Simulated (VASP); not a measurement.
# TiSi16 (a cell with a defect) in VASP: further runs, part 2 of 2

VASP 6.6.1.

## Step 4: Single point, PBE

Input file INCAR:

```
ALGO = Normal ; EDIFF = 1E-6
ENCUT = 520 ; GGA = PE
ISIF = 2 ; ISMEAR = 0
LASPH = T ; LCHARG = F
LREAL = Auto ; LWAVE = F
NBANDS = 52 ; NELM = 60
PREC = Accurate ; SIGMA = 0.02
```

Input file KPOINTS:

```
k-points
0
Gamma
  2 2 2
```

Input file POSCAR:

```
TiSi16
1.0
    0.0000000000      5.4300000000      5.4300000000
    5.4300000000      0.0000000000      5.4300000000
    5.4300000000      5.4300000000      0.0000000000
Si Ti
16 1
Direct
   -0.0010096685      0.0003297422     -0.0076864641
    0.1347885820      0.1359979742      0.0936976059
    0.0114484346      0.0121633517      0.4645839779
    0.1122798343      0.1124212707      0.6208201657
   -0.0008071823      0.5089495396     -0.0080421731
    0.1188591160      0.6260672192      0.1294867403
   -0.0222374770      0.5103516575      0.5017216390
    0.1124292818      0.6547974217      0.6205740331
    0.5075502762     -0.0002519337     -0.0065141805
    0.6247476980      0.1193574586      0.1310143646
    0.5101656538     -0.0231470534      0.5033052486
    0.6543562615      0.1117776243      0.6222544199
    0.4896500000      0.4902358195      0.0301610497
    0.6248950276      0.6254060773      0.1306856354
    0.5104777164      0.5099795580      0.5028086556
    0.6149005525      0.6137165746      0.6574381215
    0.2931951197      0.2930387661      0.6206424494
```

The run is started by

```sh
$ cat potpaw_PBE.64/Si/POTCAR potpaw_PBE.64/Ti_sv/POTCAR > POTCAR
$ mpirun -np 1 vasp_std > vasp.out
```

Wall time 3.6 min (1 thread of Intel Xeon Platinum 8488C (Sapphire Rapids), shared host); peak memory 0.5 GiB.

Results (log left out):

| Item | Value |
| --- | --- |
| Free energy | -90.7964 eV |
| Pressure | 5.5 GPa |
| Largest force | 1.705 eV/Å |
| Band gap on the k mesh | zero (bands 38 and 39 overlap by 0.46 eV) |

Forces on the atoms (eV/Å):
```
Si  -0.108 -0.102  0.056
Si  -0.101 -0.099  0.105
Si  -0.135 -0.135  0.135
Si  -0.158 -0.161 -0.006
Si  -0.049 -0.098  0.100
Si  -0.049 -0.024  0.042
Si  -0.033  0.056  0.037
Si  -0.015 -0.155  0.157
Si  -0.104 -0.050  0.102
Si  -0.030 -0.047  0.045
Si   0.045 -0.037  0.038
Si  -0.157 -0.010  0.161
Si  -0.014 -0.014  0.020
Si  -0.055 -0.051  0.032
Si  -0.044 -0.048 -0.084
Si   0.001 -0.009  0.020
Ti   1.007  0.984 -0.961
```

Stress tensor (GPa, compression positive):
```
 5.51 -0.77  0.78
-0.77  5.51  0.79
 0.78  0.79  5.49
```

Levels at points of the mesh, in eV from the Fermi level:
```tsv
k point	band 34	band 35	band 36	band 37	band 38	band 39	band 40	band 41	band 42	band 43
(0.00, 0.00, 0.00)	-1.26	-1.26	-0.82	-0.37	-0.28	-0.28	-0.20	-0.20	0.05	0.23
(0.50, 0.00, 0.00)	-1.61	-1.50	-1.28	-0.60	-0.02	0.27	0.45	0.67	0.75	0.79
(0.00, 0.50, 0.00)	-1.61	-1.50	-1.28	-0.60	-0.03	0.27	0.46	0.67	0.75	0.79
(0.00, 0.00, 0.50)	-2.32	-1.42	-1.42	-0.21	-0.20	0.02	0.68	0.68	0.71	1.11
(0.50, 0.50, 0.50)	-1.61	-1.50	-1.28	-0.59	-0.03	0.27	0.45	0.67	0.75	0.79
(0.50, 0.50, 0.00)	-2.16	-1.88	-1.84	-0.27	0.18	0.23	0.25	0.90	0.95	1.41
(0.00, 0.50, 0.50)	-2.16	-1.88	-1.84	-0.27	0.18	0.23	0.26	0.91	0.95	1.41
(0.50, 0.00, 0.50)	-2.16	-1.88	-1.84	-0.27	0.18	0.24	0.26	0.90	0.94	1.41
```

Caveat: the k points lie up to 0.50 Å⁻¹ apart.

## Step 5: Single point, PBE

Input file INCAR:

```
SYSTEM = TiSi16
  ALGO = Normal
  EDIFF = 1E-6
  ENCUT = 520
  GGA = PE
  ISIF = 2
  ISMEAR = 0
  LASPH = .TRUE.
  LCHARG = .TRUE.
  LELF = .TRUE.
  LREAL = Auto
  LVHAR = .TRUE.
  LWAVE = .FALSE.
  NBANDS = 52
  NELM = 60
  PREC = Accurate
  SIGMA = 0.02
```

Input file KPOINTS:

```
k-points
0
G
  2 2 2
  0 0 0
```

Input file POSCAR:

```
TiSi16
1.0
    0.0000000000      5.4300000000      5.4300000000
    5.4300000000      0.0000000000      5.4300000000
    5.4300000000      5.4300000000      0.0000000000
Si Ti
16 1
Direct
   -0.0010424494      0.0006120626     -0.0058367403
    0.1341779006      0.1357038674      0.0946883978
    0.0103302026      0.0111278085      0.4673878453
    0.1148714549      0.1153241252      0.6218053407
   -0.0008146409      0.5066724678     -0.0062223757
    0.1163215470      0.6263672192      0.1311869245
   -0.0290213628      0.5132097606      0.5025475138
    0.1149605893      0.6482079190      0.6215804788
    0.5050043278      0.0000280847     -0.0046870166
    0.6246872928      0.1170309392      0.1329265193
    0.5127767956     -0.0298650092      0.5044440147
    0.6475488029      0.1146088398      0.6232012891
    0.4889709945      0.4899894107      0.0311621547
    0.6248632597      0.6256743094      0.1325313996
    0.5130832413      0.5126895028      0.5038716390
    0.6138899632      0.6127542357      0.6602481584
    0.3322805709      0.3317669429      0.5037089319
```

The run is started by

```sh
$ cat potpaw_PBE.64/Si/POTCAR potpaw_PBE.64/Ti_sv/POTCAR > POTCAR
$ mpirun -np 1 vasp_std > vasp.out
```

It took 4 min on 1 thread of Intel Xeon Platinum 8488C (Sapphire Rapids), shared host; peak memory 0.49 GiB.

The run converged. Its results:

```yaml
Free_energy: -90.8012 eV
Pressure: 5.5 GPa
Largest_force: 1.697 eV/Å
Band_gap_on_the_k_mesh: zero (bands 38 and 39 overlap by 0.46 eV)
```

Forces on the atoms (eV/Å):
```
Si   0.039  0.043 -0.027
Si   0.017  0.017 -0.011
Si   0.016  0.012  0.003
Si   0.037  0.034  0.039
Si   0.032  0.049 -0.052
Si   0.104  0.055 -0.104
Si   0.159  0.001 -0.156
Si  -0.079  0.046 -0.044
Si   0.044  0.028 -0.051
Si   0.056  0.105 -0.106
Si   0.002  0.160 -0.157
Si   0.041 -0.069 -0.036
Si   0.104  0.100 -0.098
Si   0.100  0.099 -0.048
Si   0.151  0.150 -0.026
Si   0.137  0.139 -0.135
Ti  -0.960 -0.970  1.009
```

Stress tensor (GPa, compression positive):
```
 5.47 -0.78  0.77
-0.78  5.51  0.77
 0.77  0.77  5.49
```

Levels at points of the mesh, in eV from the Fermi level:
| k point | band 34 | band 35 | band 36 | band 37 | band 38 | band 39 | band 40 | band 41 | band 42 | band 43 |
| --- | --- | --- | --- | --- | --- | --- | --- | --- | --- | --- |
| (0.00, 0.00, 0.00) | -1.26 | -1.25 | -0.81 | -0.37 | -0.28 | -0.28 | -0.20 | -0.20 | 0.05 | 0.24 |
| (0.50, 0.00, 0.00) | -1.61 | -1.50 | -1.28 | -0.59 | -0.02 | 0.27 | 0.46 | 0.66 | 0.75 | 0.80 |
| (0.00, 0.50, 0.00) | -1.61 | -1.50 | -1.29 | -0.59 | -0.03 | 0.27 | 0.46 | 0.67 | 0.75 | 0.79 |
| (0.00, 0.00, 0.50) | -2.31 | -1.42 | -1.42 | -0.20 | -0.20 | 0.02 | 0.68 | 0.69 | 0.71 | 1.12 |
| (0.50, 0.50, 0.50) | -1.61 | -1.50 | -1.28 | -0.59 | -0.03 | 0.27 | 0.46 | 0.67 | 0.75 | 0.79 |
| (0.50, 0.50, 0.00) | -2.15 | -1.88 | -1.84 | -0.27 | 0.18 | 0.24 | 0.26 | 0.91 | 0.95 | 1.41 |
| (0.00, 0.50, 0.50) | -2.16 | -1.88 | -1.84 | -0.26 | 0.18 | 0.24 | 0.26 | 0.91 | 0.95 | 1.41 |
| (0.50, 0.00, 0.50) | -2.16 | -1.88 | -1.84 | -0.27 | 0.17 | 0.24 | 0.27 | 0.91 | 0.94 | 1.42 |

Caveat: the k points lie up to 0.50 Å⁻¹ apart.

## Step 6: Single point, PBE

Input file INCAR:

```
SYSTEM = TiSi16
PREC = Accurate ; ENCUT = 520
EDIFF = 1E-7 ; ISMEAR = 0
SIGMA = 0.02 ; LREAL = Auto
LASPH = .TRUE. ; NELM = 80
ALGO = Normal ; ISIF = 2
LWAVE = .FALSE. ; LCHARG = .FALSE.
GGA = PE ; NBANDS = 52
```

Input file KPOINTS:

```
Automatic mesh
0
G
  2 2 2
  0 0 0
```

Input file POSCAR:

```
TiSi16
1.0
    0.0000000000      5.4300000000      5.4300000000
    5.4300000000      0.0000000000      5.4300000000
    5.4300000000      5.4300000000      0.0000000000
Si Ti
16 1
Direct
   -0.0009149171      0.0007593002     -0.0057983425
    0.1336279006      0.1352763352      0.0960061694
    0.0102500000      0.0111875691      0.4671271639
    0.1165269797      0.1169877532      0.6217811234
   -0.0007553407      0.5062337937     -0.0061052486
    0.1141437385      0.6272240331      0.1315395028
   -0.0269619705      0.5099043278      0.5070037753
    0.1166291897      0.6448466851      0.6214757827
    0.5044826888      0.0002123389     -0.0047311234
    0.6255631676      0.1147302026      0.1332259669
    0.5092711786     -0.0276367403      0.5089967772
    0.6439974217      0.1164697974      0.6229191529
    0.4895646409      0.4907990792      0.0289379374
    0.6257422652      0.6267115101      0.1326623389
    0.5095390424      0.5092813996      0.5085830571
    0.6135604972      0.6125072744      0.6608023020
    0.3522219153      0.3517637201      0.4439141805
```

Potentials or basis: VASP PAW PBE potentials, release 64 (Si, Ti_sv).

The run is started by

```sh
$ cat potpaw_PBE.64/Si/POTCAR potpaw_PBE.64/Ti_sv/POTCAR > POTCAR
$ mpirun -np 1 vasp_std > vasp.out
```

OUTCAR:

```text
SYSTEM = TiSi16
   PREC = Accurate
   ENCUT = 520
   EDIFF = 1E-7
   ISMEAR = 0
   LREAL = Auto
   LASPH = .TRUE.
   NELM = 80
   ISIF = 2
   GGA = PE

 ion  position               nearest neighbor table
   1  0.999  0.001  0.994-   2 2.33   4 2.34   6 2.34  10 2.34
   2  0.134  0.135  0.096-   3 2.33   1 2.33   9 2.33   5 2.33
   3  0.010  0.011  0.467-   8 2.31  12 2.31   4 2.31   2 2.33
   4  0.117  0.117  0.622-   3 2.31   1 2.34  11 2.47   7 2.47  17 2.59
   5  0.999  0.506  0.994-   2 2.33   8 2.34   6 2.34  14 2.34
   6  0.114  0.627  0.132-   1 2.34   5 2.34   7 2.36  13 2.36  17 3.00
[... 648 lines left out ...]
  Total        8.6612567      8.4677992      8.6233936     -0.6442066      0.6356569      0.6097332
  in kB       43.3373157     42.3693353     43.1478646     -3.2233414      3.1805618      3.0508504
  external PRESSURE =      42.9515052 kB  Pullay stress =       0.0000000 kB

 VOLUME and BASIS-vectors are now :
 -----------------------------------------------------------------------------
  energy-cutoff  :      520.00
  volume of cell :      320.21
      direct lattice vectors                 reciprocal lattice vectors
     0.000000000  5.430000000  5.430000000    -0.092081031  0.092081031  0.092081031
     5.430000000  0.000000000  5.430000000     0.092081031 -0.092081031  0.092081031
     5.430000000  5.430000000  0.000000000     0.092081031  0.092081031 -0.092081031

 POSITION                                       TOTAL-FORCE (eV/Angst)
 -----------------------------------------------------------------------------------
      5.40264     10.82355      5.42916         0.055649      0.058481     -0.048554
      1.25586      1.24691      1.46015         0.069369      0.070382     -0.066103
      2.59725      2.59216      0.11641         0.044963      0.037644     -0.014316
      4.01151      4.00901      1.26798         0.095120      0.098360      0.041709
      8.14570     10.82275      8.17475         0.048100      0.062250     -0.058662
      4.12009      1.33406      4.02563         0.115270      0.005471     -0.115715
[... 9 lines left out ...]
      6.91407      6.91979      6.65755         0.098969      0.095181     -0.076719
      4.32053      4.32302      3.82264        -1.285793     -1.277020      1.295499
 -----------------------------------------------------------------------------------
    total drift:                               -0.008528     -0.004704      0.004499

  FREE ENERGIE OF THE ION-ELECTRON SYSTEM (eV)
  ---------------------------------------------------
  free  energy   TOTEN  =       -91.6294168818 eV

  energy  without entropy=      -91.6217367345  energy(sigma->0) =      -91.62557681
```

It took 4.1 min on 1 thread of Intel Xeon Platinum 8488C (Sapphire Rapids), shared host; peak memory 0.5 GiB.

What came out:

```
Free energy            : -91.6294 eV
Pressure               : 4.3 GPa
Largest force          : 2.228 eV/Å
Band gap on the k mesh : zero (bands 38 and 39 overlap by 0.28 eV)
```

Forces in eV/Å, atoms in the order of the input:
```
Si   0.056  0.058 -0.049
Si   0.069  0.070 -0.066
Si   0.045  0.038 -0.014
Si   0.095  0.098  0.042
Si   0.048  0.062 -0.059
Si   0.115  0.005 -0.116
Si   0.120  0.289 -0.116
Si  -0.061  0.114 -0.110
Si   0.057  0.042 -0.055
Si  -0.008  0.113 -0.114
Si   0.296  0.119 -0.118
Si   0.108 -0.068 -0.108
Si   0.026  0.023 -0.028
Si   0.123  0.123 -0.001
Si   0.097  0.093 -0.307
Si   0.099  0.095 -0.077
Ti  -1.286 -1.277  1.295
```

Stress tensor (GPa, compression positive):
```
 4.33 -0.32  0.31
-0.32  4.24  0.32
 0.31  0.32  4.31
```

Caveat: the k points lie up to 0.50 Å⁻¹ apart.

## Step 7: The runs side by side

| cell | gap on the mesh (eV) | pressure (GPa) | largest force (eV/Å) |
| --- | --- | --- | --- |
| as given, atomic positions A | none | 3.9 | 0.32 |
| as given, atomic positions B | none | 4.3 | 2.23 |
| as given, atomic positions C | none | 5.5 | 1.70 |

Alike in all rows: task single point; level PBE; potentials or basis VASP PAW PBE potentials, release 64 (Si, Ti_sv); no spin polarisation; k mesh 2 × 2 × 2; cutoff (eV) 520; smearing gaussian 0.02 eV.

Caveats: all runs use coarse meshes.

Absolute energies hang on the potentials; compare differences alone.
